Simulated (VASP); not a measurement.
# Gd (P6_3/mmc) in VASP: notebook

Gd is run at these levels: revPBE, PBE, BLYP, PBEsol; tasks: single point.

Program: VASP 6.6.1. These are calculated values, not measurements. Logs are shortened: lines on timing, memory, paths and dates and some standing lists are left out, and cuts for length are marked.

## Step 1: The cell of the first run

It takes space group P6_3/mmc (No. 194, hexagonal). The conventional cell has a = 3.693 Å, b = 3.693 Å, c = 5.917 Å, α = 90.00°, β = 90.00°, γ = 120.00°. Gd (site symmetry -6m2) has 12 Gd at 3.65 to 3.69 Å within 4.8 Å.

## Step 2: Single point, revPBE, collinear spin, ferromagnetic start

The input, INCAR:

```
  ALGO = Normal
  EDIFF = 1E-7
  ENCUT = 520
  GGA = RE
  ISIF = 2
  ISMEAR = -1
  ISPIN = 2
  LASPH = T
  LCHARG = F
  LMAXMIX = 6
  LORBIT = 11
  LREAL = F
  LWAVE = F
  MAGMOM = 7 7
  NBANDS = 29
  NELM = 150
  PREC = Accurate
  SIGMA = 0.05
```

The input, KPOINTS:

```
k-points
0
Gamma
  8 8 5
```

The input, POSCAR:

```
Gd
1.0
    3.6932592821      0.0000000000      0.0000000000
   -1.8466296411      3.1984563611      0.0000000000
    0.0000000000      0.0000000000      5.9172237319
Gd
2
Direct
    0.6666666667      0.3333333333      0.7500000000
    0.3333333333      0.6666666667      0.2500000000
```

Potentials or basis: VASP PAW PBE potentials, release 64 (Gd).

Run with:

```bash
> cat potpaw_PBE.64/Gd/POTCAR > POTCAR
> mpirun -np 1 vasp_std > vasp.out
```

OUTCAR:

```text
EDIFF = 1E-7
   ENCUT = 520
   GGA = RE
   ISIF = 2
   ISMEAR = -1
   ISPIN = 2
   LASPH = T
   LORBIT = 11
   LREAL = F
   NELM = 150
   PREC = Accurate

 ion  position               nearest neighbor table
   1  0.667  0.333  0.750-
   2  0.333  0.667  0.250-

  LATTYP: Found a hexagonal cell.
 ALAT       =     3.6932592821
 C/A-ratio  =     1.6021685129

  Lattice vectors:

 A1 = (   3.6932592821,   0.0000000000,   0.0000000000)
 A2 = (  -1.8466296411,   3.1984563611,   0.0000000000)
 A3 = (   0.0000000000,   0.0000000000,   5.9172237319)

Analysis of symmetry for initial positions (statically):
=====================================================================
 Subroutine PRICEL returns:
 Original cell was already a primitive cell.

 Routine SETGRP: Setting up the symmetry group for a
 hexagonal supercell.

 Subroutine GETGRP returns: Found 24 space group operations
 (whereof 12 operations were pure point group operations)
 out of a pool of 24 trial point group operations.

The static configuration has the point symmetry D_3d.
 The point group associated with its full space group is D_6h.

Analysis of symmetry for dynamics (positions and initial velocities):
=====================================================================
 Subroutine PRICEL returns:
 Original cell was already a primitive cell.

 Routine SETGRP: Setting up the symmetry group for a
 hexagonal supercell.

 Subroutine GETGRP returns: Found 24 space group operations
 (whereof 12 operations were pure point group operations)
 out of a pool of 24 trial point group operations.

The dynamic configuration has the point symmetry D_3d.
 The point group associated with its full space group is D_6h.

Analysis of structural, dynamic, and magnetic symmetry:
=====================================================================
 Subroutine PRICEL returns:
 Original cell was already a primitive cell.

 Routine SETGRP: Setting up the symmetry group for a
 hexagonal supercell.

 Subroutine GETGRP returns: Found 24 space group operations
 (whereof 12 operations were pure point group operations)
 out of a pool of 24 trial point group operations.

The overall configuration has the point symmetry D_3d.
 The point group associated with its full space group is D_6h.

 Subroutine INISYM returns: Found 24 space group operations
 (whereof 12 operations are pure point group operations),
 and found     1 'primitive' translations

----------------------------------------------------------------------------------------

                                     Primitive cell

  volume of cell :      69.8986

  direct lattice vectors                    reciprocal lattice vectors
     3.693259282  0.000000000  0.000000000     0.270763552  0.156325409  0.000000000
    -1.846629641  3.198456361  0.000000000     0.000000000  0.312650819  0.000000000
     0.000000000  0.000000000  5.917223732     0.000000000  0.000000000  0.168998173

  length of vectors
     3.693259282  3.693259282  5.917223732     0.312650819  0.312650819  0.168998173

  position of ions in fractional coordinates (direct lattice)
     0.666666667  0.333333333  0.750000000
     0.333333333  0.666666667  0.250000000

  ion indices of the primitive-cell ions
   primitive index   ion index
                 1           1
                 2           2

----------------------------------------------------------------------------------------

 KPOINTS: k-points

Automatic generation of k-mesh.
 Grid dimensions read from file:
 generate k-points for:    8    8    5

 Generating k-lattice:

  Cartesian coordinates                     Fractional coordinates (reciprocal lattice)
     0.033845444  0.019540676  0.000000000     0.125000000  0.000000000  0.000000000
     0.000000000  0.039081352  0.000000000     0.000000000  0.125000000  0.000000000
     0.000000000  0.000000000  0.033799635     0.000000000  0.000000000  0.200000000

  Length of vectors
     0.039081352  0.039081352  0.033799635

  Shift w.r.t. Gamma in fractional coordinates (k-lattice)
     0.000000000  0.000000000  0.000000000

 Subroutine IBZKPT returns following result:
 ===========================================

 Found     30 irreducible k-points:

 Following reciprocal coordinates:
            Coordinates               Weight
  0.000000  0.000000  0.000000      1.000000
  0.125000  0.000000  0.000000      6.000000
  0.250000  0.000000  0.000000      6.000000
  0.375000  0.000000  0.000000      6.000000
  0.500000  0.000000  0.000000      3.000000
  0.125000  0.125000  0.000000      6.000000
[... 16 lines left out ...]
  0.250000  0.000000  0.400000     12.000000
  0.375000  0.000000  0.400000     12.000000
 [... further k-points ...]
   k-points           NKPTS =     30   k-points in BZ     NKDIM =     30   number of bands    NBANDS=     29
   number of dos      NEDOS =    301   number of ions     NIONS =      2
   total plane-waves  NPLWV =  37632
   dimension x,y,z NGX =    28 NGY =   28 NGZ =   48
   dimension x,y,z NGXF=    56 NGYF=   56 NGZF=   96
   ions per type =               2
   NGX,Y,Z   is equivalent  to a cutoff of  12.60, 12.60, 13.49 a.u.
   NGXF,Y,Z  is equivalent  to a cutoff of  25.21, 25.21, 26.97 a.u.
 SYSTEM =  unknown system
   PREC   = accura    normal or accurate (medium, high low for compatibility)
   ISTART =      0    job   : 0-new  1-cont  2-samecut
   ICHARG =      2    charge: 1-file 2-atom 10-const
   ISPIN  =      2    spin polarized calculation?
   LNONCOLLINEAR =      F non collinear calculations
   LSORBIT =      F    spin-orbit coupling
   LASPH  =      T    aspherical Exc in radial PAW
   ENCUT  =  520.0 eV  38.22 Ry    6.18 a.u.   6.87  6.87 11.00*2*pi/ulx,y,z
   NELM   =    150;   NELMIN=  2; NELMDL= -5     # of ELM steps
   EDIFF  = 0.1E-06   stopping-criterion for ELM
   LREAL  =      F    real-space projection
   EDIFFG = 0.1E-05   stopping-criterion for IOM
   NSW    =      0    number of steps for IOM
   IBRION =     -1    ionic relax: 0-MD 1-quasi-New 2-CG
   NFREE  =      0    steps in history (QN), initial steepest desc. (CG)
   ISIF   =      2    stress and relaxation
   ISYM   =      2    0-nonsym 1-usesym 2-fastsym
   POTIM  = 0.5000    time-step for ionic-motion
   TEBEG  =    0.0;   TEEND  =   0.0 temperature during run
   PSTRESS=    0.0 pullay stress
   NELECT =      36.0000    total number of electrons
   NUPDOWN=      -1.0000    fix difference up-down
   EMIN   =  10.00;   EMAX   =-10.00  energy-range for DOS
   EFERMI =   0.00;   METHOD = LEGACY
   ISMEAR =    -1;   SIGMA  =   0.05  broadening in eV -4-tet -1-fermi 0-gaus
   EFERMI_NEDOS =   21; number of points for ismear=-14 and -15
   IALGO  =     38    algorithm
   IMIX   =      4    mixing-type and parameters
     AMIX     =   0.40;   BMIX     =  1.00
     AMIX_MAG =   1.60;   BMIX_MAG =  1.00
  volume/ion in A,a.u.               =      34.95       235.85
  Fermi-wavevector in a.u.,A,eV,Ry     =   1.312259  2.479810 23.429558  1.722024
  Thomas-Fermi vector in A             =   2.442664
   LORBIT       =     11    0 simple, 1 ext, 2 COOP (PROOUT), +10 PAW based schemes
   GGA     = RE    functional components
   LHFCALC =     F    Hartree Fock is set to
   AEXX    =    0.0000 exact exchange contribution
   IVDW    =     0    specifies the selected vdW correction
   LEPSILON=     F    determine dielectric tensor
   LRPA    =     F    only Hartree local field effects (RPA)
 spin polarized calculation
  energy-cutoff  :      520.00
  volume of cell :       69.90
 maximum number of plane-waves:      1890
 NGX is ok and might be reduce to    28
   NGX = 13   NGY = 13   NGZ = 23

 number of electron      35.9999995 magnetization      15.3219569

 Free energy of the ion-electron system (eV)
  ---------------------------------------------------
  ext. energy  EPLUGINS =         0.00000000
  ---------------------------------------------------
  free energy    TOTEN  =       -23.00750556 eV

  energy without entropy =      -22.97841036  energy(sigma->0) =      -22.99295796

 E-fermi :   2.8079     XC(G=0):  -9.6485

 val. band max:        2.8023914416   @ k =   0.2500   0.1250   0.2000
 cond. band min:       2.8318857596   @ k =   0.2500   0.0000   0.0000
 fundamental gap:      0.0294943180
 Fermi energy:         2.8078621317

 spin component 1

 k-point     1 :       0.0000    0.0000    0.0000
  band No.  band energies     occupation
      1     -42.6608      1.00000
      2     -42.6085      1.00000
      3     -20.3158      1.00000
      4     -19.8039      1.00000
      5     -19.8039      1.00000
      6     -19.7180      1.00000
[... 21 lines left out ...]
     28       4.1901      0.00000
     29       4.6686      0.00000
[... 705 lines left out ...]
 k-point    24 :       0.3750    0.0000    0.4000
  band No.  band energies     occupation
      1     -42.6136      1.00000
      2     -42.6057      1.00000
      3     -20.2289      1.00000
      4     -20.1870      1.00000
      5     -19.9116      1.00000
      6     -19.8663      1.00000
[... 21 lines left out ...]
     28       3.9024      0.00000
     29       4.8173      0.00000

 [... further k-points ...]

 spin component 2

 k-point     1 :       0.0000    0.0000    0.0000
  band No.  band energies     occupation
      1     -39.3718      1.00000
      2     -39.3056      1.00000
      3     -18.0483      1.00000
      4     -17.4223      1.00000
      5     -17.4223      1.00000
      6     -17.3215      1.00000
[... 21 lines left out ...]
     28       5.4045      0.00000
     29       5.8888      0.00000
[... 705 lines left out ...]
 k-point    24 :       0.3750    0.0000    0.4000
  band No.  band energies     occupation
      1     -39.3119      1.00000
      2     -39.3019      1.00000
      3     -17.9402      1.00000
      4     -17.8894      1.00000
      5     -17.5573      1.00000
      6     -17.4990      1.00000
[... 21 lines left out ...]
     28       5.0860      0.00000
     29       5.9474      0.00000

 [... further k-points ...]

------------------------ aborting loop because EDIFF is reached ----------------------------------------

  FORCE on cell =-STRESS in cart. coord.  units (eV):
  Direction    XX          YY          ZZ          XY          YZ          ZX
  --------------------------------------------------------------------------------------
  -------------------------------------------------------------------------------------
  Total       -0.0405380     -0.0405380     -0.0284830      0.0000000      0.0000000     -0.0000000
  in kB       -0.9291893     -0.9291893     -0.6528711      0.0000000      0.0000000     -0.0000000
  external PRESSURE =      -0.8370832 kB  Pullay stress =       0.0000000 kB

 VOLUME and BASIS-vectors are now :
 -----------------------------------------------------------------------------
  energy-cutoff  :      520.00
  volume of cell :       69.90
      direct lattice vectors                 reciprocal lattice vectors
     3.693259282  0.000000000  0.000000000     0.270763552  0.156325409  0.000000000
    -1.846629641  3.198456361  0.000000000     0.000000000  0.312650819  0.000000000
     0.000000000  0.000000000  5.917223732     0.000000000  0.000000000  0.168998173

 POSITION                                       TOTAL-FORCE (eV/Angst)
 -----------------------------------------------------------------------------------
      1.84663      1.06615      4.43792         0.000000     -0.000000      0.000000
     -0.00000      2.13230      1.47931        -0.000000      0.000000      0.000000
 -----------------------------------------------------------------------------------
    total drift:                                0.000000     -0.000000      0.000000

  FREE ENERGIE OF THE ION-ELECTRON SYSTEM (eV)
  ---------------------------------------------------
  free  energy   TOTEN  =       -23.0075055615 eV

  energy  without entropy=      -22.9784103611  energy(sigma->0) =      -22.99295796

 total charge

# of ion       s       p       d       f       tot
--------------------------------------------------
    1        2.070   5.580   0.540   6.986  15.176
    2        2.070   5.580   0.540   6.986  15.176
--------------------------------------------------
tot          4.140  11.160   1.080  13.972  30.352

 magnetization (x)

# of ion       s       p       d       f       tot
--------------------------------------------------
    1        0.003  -0.058   0.218   6.822   6.986
    2        0.003  -0.058   0.218   6.822   6.986
--------------------------------------------------
tot          0.005  -0.115   0.437  13.645  13.972
```

It took 16 min on 1 thread of Intel Xeon 8259CL, shared host; peak memory 0.29 GiB.

Results:

```yaml
Free_energy: -23.0075 eV
Pressure: -0.1 GPa
Net_moment: 15.32 μB per cell
Site_moments: Gd +6.99 μB
Valence_electrons_inside_the_program's_atomic_spheres: Gd 15.18
```

Caveat: the PAW data sets were made with another functional, which shifts forces and pressure a little; spin-orbit coupling is left out, which moves the levels of the heavy elements; semilocal functionals describe open f shells poorly, which spoils levels, moments and volumes. The state reached can hang on the start; a lower one may exist.

## Step 3: Single point, PBE, collinear spin, ferromagnetic start

This run uses another cell than the first one, of 33.10 Å³/atom.

The input, INCAR:

```
SYSTEM = Gd
ALGO = Normal
EDIFF = 1E-6
ENCUT = 600
GGA = PE
GGA_COMPAT = .False.
ISIF = 2
ISMEAR = 0
ISPIN = 2
LASPH = .True.
LCHARG = .True.
LELF = .True.
LMAXMIX = 6
LORBIT = 11
LREAL = .False.
LVHAR = .True.
LWAVE = .False.
MAGMOM = 7 7
NBANDS = 29
NELM = 200
PREC = Accurate
SIGMA = 0.027000000000000003
```

The input, KPOINTS:

```
k-points
0
Gamma
  8 8 5
  0 0 0
```

The input, POSCAR:

```
Gd
1.0
    3.6360000000      0.0000000000      0.0000000000
   -1.8180000000      3.1488683682      0.0000000000
    0.0000000000      0.0000000000      5.7826000000
Gd
2
Direct
    0.6666666667      0.3333333333      0.7500000000
    0.3333333333      0.6666666667      0.2500000000
```

Potentials or basis: VASP PAW PBE potentials, release 64 (Gd).

Run with:

```bash
> cat potpaw_PBE.64/Gd/POTCAR > POTCAR
> mpirun -np 1 vasp_std > vasp.out
```

It took 10 min on 1 thread of Intel Xeon 8259CL, shared host; peak memory 0.31 GiB.

Results (log left out):

| Item | Value |
| --- | --- |
| Free energy | -23.4164 eV |
| Pressure | 0.5 GPa |
| Net moment | 15.20 μB per cell |
| Site moments | Gd +6.99 μB |
| Valence electrons inside the program's atomic spheres | Gd 15.19 |

Stress tensor (GPa, compression positive):
```
0.35 0.00 0.00
0.00 0.35 0.00
0.00 0.00 0.69
```

Levels at points of the mesh, in eV from the Fermi level:
Spin up:
```tsv
k point	band 24	band 25	band 26	band 27	band 28	band 29
(0.00, 0.00, 0.00)	-2.49	1.04	1.33	1.33	1.49	1.95
(0.50, 0.00, 0.00)	-1.74	-1.29	-0.11	1.06	1.09	1.78
```
Spin down:
```csv
k point,band 8,band 9,band 10,band 11,band 12,band 13
"(0.00, 0.00, 0.00)",-19.96,-4.19,-1.46,0.31,0.35,0.40
"(0.50, 0.00, 0.00)",-20.06,-1.08,-0.93,-0.61,0.35,0.41
```

Caveat: spin-orbit coupling is left out, which moves the levels of the heavy elements; semilocal functionals describe open f shells poorly, which spoils levels, moments and volumes. The state reached can hang on the start; a lower one may exist.

[end of part 1 of 2]
